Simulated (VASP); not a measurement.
# AlFe (P4/mmm) in VASP: single point with PBEsol

Aim: the single point of AlFe with PBEsol.

Program: VASP 6.6.1. These are calculated values, not measurements. Logs are shortened: lines on timing, memory, paths and dates and some standing lists are left out, and cuts for length are marked.

### 1 The cell of the first run

The structure is tetragonal, space group P4/mmm (No. 123). The conventional cell has a = 3.180 Å, b = 3.180 Å, c = 2.642 Å, α = 90.00°, β = 90.00°, γ = 90.00°. Within 3.4 Å of Al (site symmetry 4/mmm) lie 8 Fe at 2.61 Å and 6 Al at 2.64 to 3.18 Å. Within 3.4 Å of Fe (site symmetry 4/mmm) lie 8 Al at 2.61 Å and 6 Fe at 2.64 to 3.18 Å.

### 2 Single point, PBEsol, collinear spin, ferromagnetic start (volume 13.356 Å^3 an atom, c/a of the conventional cell 0.8307)

Contents of INCAR:

```
PREC     = Accurate       # precision mode
ENCUT    = 520            # plane-wave cutoff, eV
EDIFF    = 1E-6           # SCF threshold, eV
ISMEAR   = 0              # smearing method
SIGMA    = 0.15           # smearing width, eV
LREAL    = F              # projectors in reciprocal space
LASPH    = T              # aspherical terms in the spheres
NELM     = 150            # most SCF steps
ALGO     = Normal         # electronic algorithm
ISIF     = 2              # what is computed and relaxed
LWAVE    = F              # write WAVECAR
LCHARG   = F              # write CHGCAR
ISPIN    = 2              # spin polarisation
MAGMOM   = 0 0.75         # initial moments
LORBIT   = 11             # projections on sites
LMAXMIX  = 4              # l up to which the mixer works
GGA      = PS             # functional
NBANDS   = 16             # bands
```

Contents of KPOINTS:

```
regular mesh
0
Gamma
  18 18 18
```

Contents of POSCAR:

```
AlFe
1.0
    3.1799532251      0.0000000000      0.0000000000
    0.0000000000      3.1799532251      0.0000000000
    0.0000000000      0.0000000000      2.6415871441
Al Fe
1 1
Direct
    0.0000000000      0.0000000000      0.0000000000
    0.5000000000      0.5000000000      0.5000000000
```

Potentials or basis: VASP PAW PBE potentials, release 64 (Al, Fe).

The run is started by

```sh
cat potpaw_PBE.64/Al/POTCAR potpaw_PBE.64/Fe/POTCAR > POTCAR
mpirun -np 1 vasp_std > vasp.out
```

OUTCAR:

```text
PREC = Accurate
   ENCUT = 520
   EDIFF = 1E-6
   ISMEAR = 0
   LREAL = F
   LASPH = T
   NELM = 150
   ISIF = 2
   ISPIN = 2
   LORBIT = 11
   GGA = PS

 ion  position               nearest neighbor table
   1  0.000  0.000  0.000-   2 2.61   2 2.61   2 2.61   2 2.61   2 2.61   2 2.61   2 2.61   2 2.61

   2  0.500  0.500  0.500-   1 2.61   1 2.61   1 2.61   1 2.61   1 2.61   1 2.61   1 2.61   1 2.61

  LATTYP: Found a simple tetragonal cell.
 ALAT       =     3.1799532251
 C/A-ratio  =     0.8307000000

  Lattice vectors:

 A1 = (   3.1799532251,   0.0000000000,   0.0000000000)
 A2 = (   0.0000000000,   3.1799532251,   0.0000000000)
 A3 = (   0.0000000000,   0.0000000000,   2.6415871441)

Analysis of symmetry for initial positions (statically):
=====================================================================
 Subroutine PRICEL returns:
 Original cell was already a primitive cell.

 Routine SETGRP: Setting up the symmetry group for a
 simple tetragonal supercell.

 Subroutine GETGRP returns: Found 16 space group operations
 (whereof 16 operations were pure point group operations)
 out of a pool of 16 trial point group operations.

The static configuration has the point symmetry D_4h.

Analysis of symmetry for dynamics (positions and initial velocities):
=====================================================================
 Subroutine PRICEL returns:
 Original cell was already a primitive cell.

 Routine SETGRP: Setting up the symmetry group for a
 simple tetragonal supercell.

 Subroutine GETGRP returns: Found 16 space group operations
 (whereof 16 operations were pure point group operations)
 out of a pool of 16 trial point group operations.

The dynamic configuration has the point symmetry D_4h.

Analysis of structural, dynamic, and magnetic symmetry:
=====================================================================
 Subroutine PRICEL returns:
 Original cell was already a primitive cell.

 Routine SETGRP: Setting up the symmetry group for a
 simple tetragonal supercell.

 Subroutine GETGRP returns: Found 16 space group operations
 (whereof 16 operations were pure point group operations)
 out of a pool of 16 trial point group operations.

The overall configuration has the point symmetry D_4h.

 Subroutine INISYM returns: Found 16 space group operations
 (whereof 16 operations are pure point group operations),
 and found     1 'primitive' translations

----------------------------------------------------------------------------------------

                                     Primitive cell

  volume of cell :      26.7120

  direct lattice vectors                    reciprocal lattice vectors
     3.179953225  0.000000000  0.000000000     0.314470034  0.000000000  0.000000000
     0.000000000  3.179953225  0.000000000     0.000000000  0.314470034  0.000000000
     0.000000000  0.000000000  2.641587144     0.000000000  0.000000000  0.378560292

  length of vectors
     3.179953225  3.179953225  2.641587144     0.314470034  0.314470034  0.378560292

  position of ions in fractional coordinates (direct lattice)
     0.000000000  0.000000000  0.000000000
     0.500000000  0.500000000  0.500000000

  ion indices of the primitive-cell ions
   primitive index   ion index
                 1           1
                 2           2

----------------------------------------------------------------------------------------

 KPOINTS: regular mesh

Automatic generation of k-mesh.
 Grid dimensions read from file:
 generate k-points for:   18   18   18

 Generating k-lattice:

  Cartesian coordinates                     Fractional coordinates (reciprocal lattice)
     0.017470557  0.000000000  0.000000000     0.055555556  0.000000000  0.000000000
     0.000000000  0.017470557  0.000000000     0.000000000  0.055555556  0.000000000
     0.000000000  0.000000000  0.021031127     0.000000000  0.000000000  0.055555556

  Length of vectors
     0.017470557  0.017470557  0.021031127

  Shift w.r.t. Gamma in fractional coordinates (k-lattice)
     0.000000000  0.000000000  0.000000000

 Subroutine IBZKPT returns following result:
 ===========================================

 Found    550 irreducible k-points:

 Following reciprocal coordinates:
            Coordinates               Weight
  0.000000  0.000000  0.000000      1.000000
  0.055556  0.000000  0.000000      4.000000
  0.111111  0.000000  0.000000      4.000000
  0.166667  0.000000  0.000000      4.000000
  0.222222  0.000000  0.000000      4.000000
  0.277778  0.000000  0.000000      4.000000
[... 16 lines left out ...]
  0.277778  0.111111  0.000000      8.000000
  0.333333  0.111111  0.000000      8.000000
 [... further k-points ...]
   k-points           NKPTS =    550   k-points in BZ     NKDIM =    550   number of bands    NBANDS=     16
   number of dos      NEDOS =    301   number of ions     NIONS =      2
   total plane-waves  NPLWV =  11520
   dimension x,y,z NGX =    24 NGY =   24 NGZ =   20
   dimension x,y,z NGXF=    48 NGYF=   48 NGZF=   40
   ions per type =               1   1
   NGX,Y,Z   is equivalent  to a cutoff of  12.55, 12.55, 12.59 a.u.
   NGXF,Y,Z  is equivalent  to a cutoff of  25.09, 25.09, 25.17 a.u.
 SYSTEM =  unknown system
   PREC   = accura    normal or accurate (medium, high low for compatibility)
   ISTART =      0    job   : 0-new  1-cont  2-samecut
   ICHARG =      2    charge: 1-file 2-atom 10-const
   ISPIN  =      2    spin polarized calculation?
   LNONCOLLINEAR =      F non collinear calculations
   LSORBIT =      F    spin-orbit coupling
   LASPH  =      T    aspherical Exc in radial PAW
   ENCUT  =  520.0 eV  38.22 Ry    6.18 a.u.   5.91  5.91  4.91*2*pi/ulx,y,z
   NELM   =    150;   NELMIN=  2; NELMDL= -5     # of ELM steps
   EDIFF  = 0.1E-05   stopping-criterion for ELM
   LREAL  =      F    real-space projection
   EDIFFG = 0.1E-04   stopping-criterion for IOM
   NSW    =      0    number of steps for IOM
   IBRION =     -1    ionic relax: 0-MD 1-quasi-New 2-CG
   NFREE  =      0    steps in history (QN), initial steepest desc. (CG)
   ISIF   =      2    stress and relaxation
   ISYM   =      2    0-nonsym 1-usesym 2-fastsym
   POTIM  = 0.5000    time-step for ionic-motion
   TEBEG  =    0.0;   TEEND  =   0.0 temperature during run
   PSTRESS=    0.0 pullay stress
   NELECT =      11.0000    total number of electrons
   NUPDOWN=      -1.0000    fix difference up-down
   EMIN   =  10.00;   EMAX   =-10.00  energy-range for DOS
   EFERMI =   0.00;   METHOD = LEGACY
   ISMEAR =     0;   SIGMA  =   0.15  broadening in eV -4-tet -1-fermi 0-gaus
   EFERMI_NEDOS =   21; number of points for ismear=-14 and -15
   IALGO  =     38    algorithm
   IMIX   =      4    mixing-type and parameters
     AMIX     =   0.40;   BMIX     =  1.00
     AMIX_MAG =   1.60;   BMIX_MAG =  1.00
  volume/ion in A,a.u.               =      13.36        90.13
  Fermi-wavevector in a.u.,A,eV,Ry     =   1.217971  2.301631 20.183606  1.483453
  Thomas-Fermi vector in A             =   2.353273
   LORBIT       =     11    0 simple, 1 ext, 2 COOP (PROOUT), +10 PAW based schemes
   GGA     = PS    functional components
   LHFCALC =     F    Hartree Fock is set to
   AEXX    =    0.0000 exact exchange contribution
   IVDW    =     0    specifies the selected vdW correction
   LEPSILON=     F    determine dielectric tensor
   LRPA    =     F    only Hartree local field effects (RPA)
 spin polarized calculation
 Gauss-broadening in eV      SIGMA  =   0.15
  energy-cutoff  :      520.00
  volume of cell :       26.71
 maximum number of plane-waves:       744
 NGX is ok and might be reduce to    24
   NGX = 11   NGY = 11   NGZ =  9

 number of electron      11.0000011 magnetization       1.6393642

 Free energy of the ion-electron system (eV)
  ---------------------------------------------------
  ext. energy  EPLUGINS =         0.00000000
  ---------------------------------------------------
  free energy    TOTEN  =       -13.41001523 eV

  energy without entropy =      -13.38745706  energy(sigma->0) =      -13.39873614

 E-fermi :   7.0922     XC(G=0): -11.6967

 val. band max:        7.0916879312   @ k =   0.5000   0.3889   0.2778
 cond. band min:       7.0952531534   @ k =   0.1111   0.0556   0.2778
 fundamental gap:      0.0035652222
 Fermi energy:         7.0922153757

 spin component 1

 k-point     1 :       0.0000    0.0000    0.0000
  band No.  band energies     occupation
      1      -3.0388      1.00000
      2       4.0072      1.00000
      3       4.1574      1.00000
      4       5.7988      1.00000
      5       6.0506      1.00000
      6       6.0506      1.00000
[... 8 lines left out ...]
     15      25.9836      0.00000
     16      28.8878      0.00000
[... 419 lines left out ...]
 k-point    24 :       0.3333    0.1111    0.0000
  band No.  band energies     occupation
      1      -1.2315      1.00000
      2       2.8282      1.00000
      3       4.3508      1.00000
      4       5.0217      1.00000
      5       5.8170      1.00000
      6       6.0472      1.00000
[... 8 lines left out ...]
     15      25.3958      0.00000
     16      26.9793      0.00000

 [... further k-points ...]

 spin component 2

 k-point     1 :       0.0000    0.0000    0.0000
  band No.  band energies     occupation
      1      -3.0257      1.00000
      2       5.2058      1.00000
      3       5.3479      1.00000
      4       7.0306      0.71920
      5       8.0032      0.00000
      6       8.0032      0.00000
[... 8 lines left out ...]
     15      26.1375      0.00000
     16      28.9081      0.00000
[... 419 lines left out ...]
 k-point    24 :       0.3333    0.1111    0.0000
  band No.  band energies     occupation
      1      -1.2276      1.00000
      2       3.1539      1.00000
      3       5.4870      1.00000
      4       6.0301      1.00000
      5       7.6957      0.00000
      6       7.9995      0.00000
[... 8 lines left out ...]
     15      25.6232      0.00000
     16      27.0551      0.00000

 [... further k-points ...]

------------------------ aborting loop because EDIFF is reached ----------------------------------------

  FORCE on cell =-STRESS in cart. coord.  units (eV):
  Direction    XX          YY          ZZ          XY          YZ          ZX
  --------------------------------------------------------------------------------------
  -------------------------------------------------------------------------------------
  Total       -2.7409687     -2.7409687     -0.9073652      0.0000000      0.0000000      0.0000000
  in kB     -164.4024361   -164.4024361    -54.4234796      0.0000000      0.0000000      0.0000000
  external PRESSURE =    -127.7427839 kB  Pullay stress =       0.0000000 kB

 VOLUME and BASIS-vectors are now :
 -----------------------------------------------------------------------------
  energy-cutoff  :      520.00
  volume of cell :       26.71
      direct lattice vectors                 reciprocal lattice vectors
     3.179953225  0.000000000  0.000000000     0.314470034  0.000000000  0.000000000
     0.000000000  3.179953225  0.000000000     0.000000000  0.314470034  0.000000000
     0.000000000  0.000000000  2.641587144     0.000000000  0.000000000  0.378560292

 POSITION                                       TOTAL-FORCE (eV/Angst)
 -----------------------------------------------------------------------------------
      0.00000      0.00000      0.00000         0.000000      0.000000      0.000000
      1.58998      1.58998      1.32079         0.000000      0.000000      0.000000
 -----------------------------------------------------------------------------------
    total drift:                                0.000000     -0.000000     -0.000000

  FREE ENERGIE OF THE ION-ELECTRON SYSTEM (eV)
  ---------------------------------------------------
  free  energy   TOTEN  =       -13.4100152329 eV

  energy  without entropy=      -13.3874570557  energy(sigma->0) =      -13.39873614

 total charge

# of ion       s       p       d       tot
------------------------------------------
    1        0.393   0.399   0.000   0.792
    2        0.416   0.436   6.347   7.200
--------------------------------------------------
tot          0.809   0.835   6.347   7.992

 magnetization (x)

# of ion       s       p       d       tot
------------------------------------------
    1       -0.014  -0.029   0.000  -0.043
    2        0.011   0.005   1.725   1.741
--------------------------------------------------
tot         -0.003  -0.024   1.725   1.698
```

It took 2.1 min on 1 thread of Intel Xeon 6975P-C (Granite Rapids), shared host; peak memory 0.44 GiB.

Results:

```yaml
Free_energy: -13.4100 eV
Pressure: -12.8 GPa
Net_moment: 1.64 μB per cell
Site_moments: Al -0.04; Fe +1.74 μB
Valence_electrons_inside_the_program's_atomic_spheres: Al 0.79; Fe 7.20
```

Stress tensor (GPa, compression positive):
```
-16.44   0.00   0.00
  0.00 -16.44   0.00
  0.00   0.00  -5.44
```

Levels at points of the mesh, in eV from the Fermi level:
Spin up:
```csv
k point,band 4,band 5,band 6,band 7,band 8,band 9
"(0.00, 0.00, 0.00)",-1.29,-1.04,-1.04,3.43,3.43,7.46
"(0.50, 0.00, 0.00)",-2.12,-1.36,-1.00,-0.75,7.30,7.81
"(0.50, 0.50, 0.00)",-3.03,-1.30,-1.30,-1.02,0.95,1.87
"(0.00, 0.00, 0.50)",-2.44,-2.28,-1.03,0.85,8.39,8.63
"(0.50, 0.00, 0.50)",-2.28,-1.61,-1.35,-0.59,3.00,3.01
"(0.50, 0.50, 0.50)",-0.91,-0.26,2.49,2.49,2.80,3.14
```
Spin down:
```tsv
k point	band 2	band 3	band 4	band 5	band 6	band 7
(0.00, 0.00, 0.00)	-1.89	-1.74	-0.06	0.91	0.91	3.45
(0.50, 0.00, 0.00)	-6.00	-1.44	-1.11	0.50	0.97	1.02
(0.50, 0.50, 0.00)	-3.03	-3.03	-2.48	0.59	0.59	0.97
(0.00, 0.00, 0.50)	-4.88	-0.85	-0.85	-0.61	0.25	2.18
(0.50, 0.00, 0.50)	-2.37	-1.70	-1.32	-0.60	-0.46	1.10
(0.50, 0.50, 0.50)	-2.81	-2.81	1.10	1.18	2.59	2.59
```

Caveat: the PAW data sets were made with another functional, which shifts forces and pressure a little.
